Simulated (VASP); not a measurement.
A run of VASP 6.6.1 is set up as follows.

File INCAR:

```
SYSTEM = LiHf8O16
ALGO = Normal
EDIFF = 1E-6
ENCUT = 520
GGA = PE
ISIF = 2
ISMEAR = -1
LASPH = .True.
LCHARG = .False.
LREAL = Auto
LWAVE = .False.
NBANDS = 108
NELECT = 178.0
NELM = 80
PREC = Accurate
SIGMA = 0.01
```

KPOINTS

```
k-points
0
Gamma
  1 1 1
  0 0 0
```

The input POSCAR:

```
LiHf8O16
1.0
    0.0000000000      5.0697034800      5.1017273300
    5.2943205200      0.0000000000      5.1017273300
    5.2943205200      5.0697034800      0.0000000000
Hf O Li
8 16 1
Direct
    0.2429230665      0.0035019027      0.0218314710
    0.7329973050      0.5182522399      0.5389551919
    0.2756504424      0.4749804229      0.9894592480
    0.7743227884      0.9647970089      0.4956406376
    0.2256535877      0.0194388916      0.5084968443
    0.7160100750      0.5353439444     -0.0077049415
    0.2652571143      0.4875929994      0.4730687099
    0.7566747621      0.9927670294      0.9707536831
    0.0366005069      0.3308526866      0.0247423312
    0.5302809966      0.8276816211      0.5544887580
    0.4075013178      0.4622264651      0.6662975782
    0.9032144576      0.9447276981      0.1744357484
    0.0998125010      0.3804058332      0.3455275487
    0.6031480724      0.8853454336      0.8527420066
    0.3429724242      0.6439991786      0.1127938763
    0.8393491201      0.1508929436      0.6081530916
    0.1311310467      0.8599615133      0.4020293266
    0.6348394963      0.3546536055      0.9053549216
    0.3993917034      0.0881067141      0.1427421730
    0.9015135647      0.5916863865      0.6432819112
    0.2066536737      0.1604821764      0.7088365554
    0.7109673470      0.6325456549      0.2237995518
    0.0761704247      0.7838665228      0.8391164393
    0.5922042755      0.2808553202      0.3368577532
    0.8984123589      0.3214395848      0.2974132005
```

Potentials or basis: VASP PAW PBE potentials, release 64 (Hf_pv, O, Li_sv).

The run is started by

```sh
$ cat potpaw_PBE.64/Hf_pv/POTCAR potpaw_PBE.64/O/POTCAR potpaw_PBE.64/Li_sv/POTCAR > POTCAR
$ mpirun -np 1 vasp_gam > vasp.out
```

Problem. What does it give for the largest force?

Solution. 0.099 eV/Å.

Forces on the atoms (eV/Å):
```
Hf   0.028  0.000  0.011
Hf   0.096  0.003 -0.014
Hf  -0.038 -0.003  0.029
Hf  -0.058  0.002 -0.029
Hf   0.041  0.026 -0.015
Hf   0.022 -0.031 -0.005
Hf  -0.028  0.026 -0.004
Hf  -0.030 -0.008  0.012
O   -0.089 -0.040  0.020
O   -0.051 -0.024  0.010
O    0.021 -0.025  0.001
O    0.040 -0.041  0.001
O   -0.028  0.045  0.023
O   -0.025  0.051 -0.010
O   -0.001  0.038  0.007
O    0.012  0.074 -0.035
O    0.031 -0.044  0.015
O    0.014 -0.052  0.028
O   -0.020 -0.037  0.011
O    0.014 -0.068 -0.024
O   -0.036  0.031  0.007
O   -0.011  0.010 -0.009
O    0.030  0.034  0.011
O    0.032  0.027 -0.017
Li   0.032  0.007 -0.025
```

Caveat: the k points lie up to 1.06 Å⁻¹ apart; the cell carries a net charge on a neutralising background, which shifts energy and pressure.
